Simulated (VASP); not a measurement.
# Si2Mo in VASP: a series of runs

Si2Mo is run at these levels: PBE; tasks: electric field gradients.

All numbers are computed with VASP 6.6.1; they aren't measurements. Logs are shortened: lines on timing, memory, paths and dates and some standing lists are left out, and cuts for length are marked.

## 1. The cell of the first run

The structure is monoclinic, space group C2/m (No. 12). Conventional cell: a = 4.481 Å, b = 4.571 Å, c = 4.469 Å, α = 90.00°, β = 118.45°, γ = 90.00°. Within 3.4 Å of Si (site symmetry m) lie 9 Si at 2.56 to 3.20 Å and 5 Mo at 2.56 to 2.64 Å. Mo (site symmetry 2/m) has 10 Si at 2.56 to 2.64 Å and 4 Mo at 3.20 Å within 3.4 Å.

## 2. Electric field gradients, PBE (equal xy, yz and zx shear strains of -2 %)

Input file INCAR:

```
SYSTEM = Si2Mo
ALGO = Normal
EDIFF = 1E-8
ENCUT = 520
GGA = PE
ISIF = 2
ISMEAR = -1
LASPH = .True.
LCHARG = .False.
LEFG = .True.
LREAL = .False.
LWAVE = .False.
NBANDS = 18
NELM = 60
PREC = Accurate
SIGMA = 0.03
```

Input file KPOINTS:

```
k-points
0
Gamma
  12 12 16
  0 0 0
```

Input file POSCAR:

```
Si2Mo
1.0
   -1.6553050000      1.5766950000      3.9305000000
    1.5766950000     -1.6553050000      3.9305000000
    1.6233050000      1.6233050000     -3.9625000000
Si Mo
2 1
Direct
    0.3330000000      0.3330000000      0.0000000000
    0.6670000000      0.6670000000      0.0000000000
    0.0000000000      0.0000000000      0.0000000000
```

Potentials or basis: VASP PAW PBE potentials, release 64 (Si, Mo_sv).

Command:

```sh
> cat potpaw_PBE.64/Si/POTCAR potpaw_PBE.64/Mo_sv/POTCAR > POTCAR
> mpirun -np 1 vasp_std > vasp.out
```

OUTCAR:

```text
SYSTEM = Si2Mo
   EDIFF = 1E-8
   ENCUT = 520
   GGA = PE
   ISIF = 2
   ISMEAR = -1
   LASPH = .True.
   LREAL = .False.
   NELM = 60
   PREC = Accurate

 ion  position               nearest neighbor table
   1  0.333  0.333  0.000-   2 2.56   3 2.56   3 2.62   2 2.62   2 2.63   3 2.63   2 2.63   2 2.63
                             3 2.64   3 2.64
   2  0.667  0.667  0.000-   1 2.56   3 2.56   3 2.62   1 2.62   1 2.63   3 2.63   1 2.63   1 2.63
                             3 2.64   3 2.64
   3  0.000  0.000  0.000-   2 2.56   1 2.56   2 2.62   1 2.62   2 2.63   1 2.63   2 2.64   1 2.64
                             1 2.64   2 2.64

  Warning from LATTYP: Got some problem with cell dimensions!
  Tried to take original basis but could not verify dimensions!
  LATTYP: Found a base centered monoclinic cell.
 ALAT       =     4.4806856618
 B/A-ratio  =     1.0200979445
 C/A-ratio  =     0.9973547003
 COS(beta)  =    -0.4763260285

  Lattice vectors:

 A1 = (  -3.2000000000,   0.0320000000,   0.0320000000)
 A2 = (   0.0320000000,  -3.2000000000,   0.0320000000)
 A3 = (   1.5446950000,   1.5446950000,   3.8985000000)

Analysis of symmetry for initial positions (statically):
=====================================================================
 Subroutine PRICEL returns:
 Original cell was already a primitive cell.

 Routine SETGRP: Setting up the symmetry group for a
 base centered monoclinic supercell.

 Subroutine GETGRP returns: Found  4 space group operations
 (whereof  4 operations were pure point group operations)
 out of a pool of  4 trial point group operations.

The static configuration has the point symmetry C_2h.

Analysis of symmetry for dynamics (positions and initial velocities):
=====================================================================
 Subroutine PRICEL returns:
 Original cell was already a primitive cell.

 Routine SETGRP: Setting up the symmetry group for a
 base centered monoclinic supercell.

 Subroutine GETGRP returns: Found  4 space group operations
 (whereof  4 operations were pure point group operations)
 out of a pool of  4 trial point group operations.

The dynamic configuration has the point symmetry C_2h.

 Subroutine INISYM returns: Found  4 space group operations
 (whereof  4 operations are pure point group operations),
 and found     1 'primitive' translations

----------------------------------------------------------------------------------------

                                     Primitive cell

  volume of cell :      40.2362

  direct lattice vectors                    reciprocal lattice vectors
    -1.655305000  1.576695000  3.930500000     0.004442415  0.313848356  0.130393186
     1.576695000 -1.655305000  3.930500000     0.313848356  0.004442415  0.130393186
     1.623305000  1.623305000 -3.962500000     0.315720348  0.315720348  0.006314407

  length of vectors
     4.546958546  4.546958546  4.579480811     0.339886611  0.339886611  0.446540645

  position of ions in fractional coordinates (direct lattice)
     0.333000000  0.333000000  0.000000000
     0.667000000  0.667000000  0.000000000
     0.000000000  0.000000000  0.000000000

  ion indices of the primitive-cell ions
   primitive index   ion index
                 1           1
                 2           2
                 3           3

----------------------------------------------------------------------------------------

 KPOINTS: k-points

Automatic generation of k-mesh.
 Grid dimensions read from file:
 generate k-points for:   12   12   16

 Generating k-lattice:

  Cartesian coordinates                     Fractional coordinates (reciprocal lattice)
     0.000370201  0.026154030  0.010866099     0.083333333  0.000000000 -0.000000000
     0.026154030  0.000370201  0.010866099     0.000000000  0.083333333 -0.000000000
[... 42 lines left out ...]
   total plane-waves  NPLWV =  46656
   dimension x,y,z NGX =    36 NGY =   36 NGZ =   36
   dimension x,y,z NGXF=    72 NGYF=   72 NGZF=   72
   ions per type =               2   1
   NGX,Y,Z   is equivalent  to a cutoff of  13.16, 13.16, 13.07 a.u.
   NGXF,Y,Z  is equivalent  to a cutoff of  26.32, 26.32, 26.14 a.u.
 SYSTEM =  Si2Mo
   PREC   = accura    normal or accurate (medium, high low for compatibility)
   ISTART =      0    job   : 0-new  1-cont  2-samecut
   ICHARG =      2    charge: 1-file 2-atom 10-const
   ISPIN  =      1    spin polarized calculation?
   LNONCOLLINEAR =      F non collinear calculations
   LSORBIT =      F    spin-orbit coupling
   LASPH  =      T    aspherical Exc in radial PAW
   ENCUT  =  520.0 eV  38.22 Ry    6.18 a.u.   8.45  8.45  8.51*2*pi/ulx,y,z
   NELM   =     60;   NELMIN=  2; NELMDL= -5     # of ELM steps
   EDIFF  = 0.1E-07   stopping-criterion for ELM
   LREAL  =      F    real-space projection
   EDIFFG = 0.1E-06   stopping-criterion for IOM
   NSW    =      0    number of steps for IOM
   IBRION =     -1    ionic relax: 0-MD 1-quasi-New 2-CG
   NFREE  =      0    steps in history (QN), initial steepest desc. (CG)
   ISIF   =      2    stress and relaxation
   ISYM   =      2    0-nonsym 1-usesym 2-fastsym
   POTIM  = 0.5000    time-step for ionic-motion
   TEBEG  =    0.0;   TEEND  =   0.0 temperature during run
   PSTRESS=    0.0 pullay stress
   NELECT =      22.0000    total number of electrons
   NUPDOWN=      -1.0000    fix difference up-down
   EMIN   =  10.00;   EMAX   =-10.00  energy-range for DOS
   EFERMI =   0.00;   METHOD = LEGACY
   ISMEAR =    -1;   SIGMA  =   0.03  broadening in eV -4-tet -1-fermi 0-gaus
   EFERMI_NEDOS =   21; number of points for ismear=-14 and -15
   IALGO  =     38    algorithm
   IMIX   =      4    mixing-type and parameters
     AMIX     =   0.40;   BMIX     =  1.00
     AMIX_MAG =   1.60;   BMIX_MAG =  1.00
  volume/ion in A,a.u.               =      13.41        90.51
  Fermi-wavevector in a.u.,A,eV,Ry     =   1.338680  2.529739 24.382523  1.792065
  Thomas-Fermi vector in A             =   2.467132
   LORBIT       =      0    0 simple, 1 ext, 2 COOP (PROOUT), +10 PAW based schemes
   GGA     = PE    functional components
   LHFCALC =     F    Hartree Fock is set to
   AEXX    =    0.0000 exact exchange contribution
   IVDW    =     0    specifies the selected vdW correction
   LEPSILON=     F    determine dielectric tensor
   LRPA    =     F    only Hartree local field effects (RPA)
 non-spin polarized calculation
  energy-cutoff  :      520.00
  volume of cell :       40.24
 maximum number of plane-waves:      1105
 NGX is ok and might be reduce to    36
   NGX = 17   NGY = 17   NGZ = 17

 number of electron      22.0000000 magnetization

 Free energy of the ion-electron system (eV)
  ---------------------------------------------------
  ext. energy  EPLUGINS =         0.00000000
  ---------------------------------------------------
  free energy    TOTEN  =       -23.22173830 eV

  energy without entropy =      -23.22088690  energy(sigma->0) =      -23.22131260

 E-fermi :  12.3018     XC(G=0): -12.4287

 val. band max:       12.2870775438   @ k =  -0.2500  -0.3333   0.2500
 cond. band min:      12.3058769207   @ k =  -0.4167  -0.4167   0.4375
 fundamental gap:      0.0187993770
 Fermi energy:        12.3018443950

 k-point     1 :       0.0000    0.0000    0.0000
  band No.  band energies     occupation
      1     -48.4598      2.00000
      2     -22.6244      2.00000
      3     -22.5285      2.00000
      4     -22.5233      2.00000
      5      -1.1889      2.00000
      6       5.9344      2.00000
[... 481 lines left out ...]
      5       1.7210      2.00000
      6       4.3079      2.00000
[... 10 lines left out ...]
     17      19.5673      0.00000
     18      20.6527      0.00000

 [... further k-points ...]

------------------------ aborting loop because EDIFF is reached ----------------------------------------

  FORCE on cell =-STRESS in cart. coord.  units (eV):
  Direction    XX          YY          ZZ          XY          YZ          ZX
  --------------------------------------------------------------------------------------
  -------------------------------------------------------------------------------------
  Total        0.7911208      0.7911208      0.4506428      1.0249577      1.0585807      1.0585807
  in kB       31.5019032     31.5019032     17.9442980     40.8131358     42.1519778     42.1519804
  external PRESSURE =      26.9827015 kB  Pullay stress =       0.0000000 kB

 VOLUME and BASIS-vectors are now :
 -----------------------------------------------------------------------------
  energy-cutoff  :      520.00
  volume of cell :       40.24
      direct lattice vectors                 reciprocal lattice vectors
    -1.655305000  1.576695000  3.930500000     0.004442415  0.313848356  0.130393186
     1.576695000 -1.655305000  3.930500000     0.313848356  0.004442415  0.130393186
     1.623305000  1.623305000 -3.962500000     0.315720348  0.315720348  0.006314407

 POSITION                                       TOTAL-FORCE (eV/Angst)
 -----------------------------------------------------------------------------------
     -0.02618     -0.02618      2.61771        -0.033481     -0.033481      0.273564
     -0.05243     -0.05243      5.24329         0.033481      0.033481     -0.273564
      0.00000      0.00000      0.00000         0.000000     -0.000000      0.000000
 -----------------------------------------------------------------------------------
    total drift:                                0.000000      0.000000     -0.000000

  FREE ENERGIE OF THE ION-ELECTRON SYSTEM (eV)
  ---------------------------------------------------
  free  energy   TOTEN  =       -23.2217383002 eV

  energy  without entropy=      -23.2208869013  energy(sigma->0) =      -23.22131260

 Electric field gradients (V/A^2)
---------------------------------------------------------------------
 ion       V_xx      V_yy      V_zz      V_xy      V_xz      V_yz
---------------------------------------------------------------------
   1       5.920     5.920   -11.841    -4.607    -3.602    -3.602
   2       5.920     5.920   -11.841    -4.607    -3.602    -3.602
   3      28.596    28.596   -57.192   -14.108   -13.046   -13.046
---------------------------------------------------------------------

 Electric field gradients after diagonalization (V/A^2)
 (convention: |V_zz| > |V_xx| > |V_yy|)
----------------------------------------------------------------------
 ion       V_xx      V_yy      V_zz     asymmetry (V_yy - V_xx)/ V_zz
----------------------------------------------------------------------
   1      10.527     3.056   -13.583       0.550
   2      10.527     3.056   -13.583       0.550
   3      42.704    18.958   -61.662       0.385
----------------------------------------------------------------------

           NMR quadrupolar parameters

 Cq : quadrupolar parameter    Cq=e*Q*V_zz/h
 eta: asymmetry parameters     (V_yy - V_xx)/ V_zz
 Q  : nuclear electric quadrupole moment in mb (millibarn)
----------------------------------------------------------------------
 ion       Cq(MHz)       eta       Q (mb)
----------------------------------------------------------------------
   1      -0.033       0.550       1.000
   2      -0.033       0.550       1.000
   3      -0.149       0.385       1.000
----------------------------------------------------------------------
```

Wall time 9.7 min (1 thread of Intel Xeon Platinum 8259CL at 2.50GHz (Skylake/Cascade Lake), shared host); peak memory 0.54 GiB.

What came out:

```yaml
Free_energy: -23.2217 eV
Pressure: 2.7 GPa
Largest_force: 0.278 eV/Å
Band_gap_on_the_k_mesh: zero (bands 11 and 12 overlap by 0.96 eV)
Largest_electric_field_gradient_by_atom: Si -13.6; Mo -61.7 V/Å²
```

Forces on the atoms (eV/Å):
```
Si  -0.033 -0.033  0.274
Si   0.033  0.033 -0.274
Mo   0.000  0.000  0.000
```

Stress tensor (GPa, compression positive):
```
3.15 4.08 4.22
4.08 3.15 4.22
4.22 4.22 1.79
```

Levels at points of the mesh, in eV from the Fermi level:
```csv
k point,band 8,band 9,band 10,band 11,band 12,band 13,band 14,band 15
"(0.00, 0.00, 0.00)",-3.08,-2.83,-2.51,0.37,2.97,3.04,3.62,3.74
"(0.50, 0.00, 0.00)",-4.61,-2.63,-2.45,-0.54,2.21,3.02,3.91,4.46
"(0.50, 0.50, 0.00)",-5.13,-4.62,-3.08,-1.02,2.29,2.62,2.87,3.30
"(0.00, 0.00, 0.50)",-5.43,-4.45,-3.08,-1.28,2.29,2.68,3.02,3.20
"(0.50, 0.00, 0.50)",-4.39,-2.74,-2.52,-0.56,2.26,2.90,4.03,4.08
"(0.50, 0.50, 0.50)",-2.31,-0.73,-0.65,-0.52,-0.46,0.51,4.59,5.14
```

Electric field gradients, principal values (V/Å²):
```csv
atom,least,middle,greatest (by size)
1 Si,3.056,10.527,-13.583
2 Si,3.056,10.527,-13.583
3 Mo,18.958,42.704,-61.662
```

Caveat: the cell differs from its parent crystal (equal xy, yz and zx shear strains of -2 %); without QUAD_EFG the Cq values of the log hold for a quadrupole moment of 1 mb, not for the nuclei.

(Continued in part 2 of 3.)
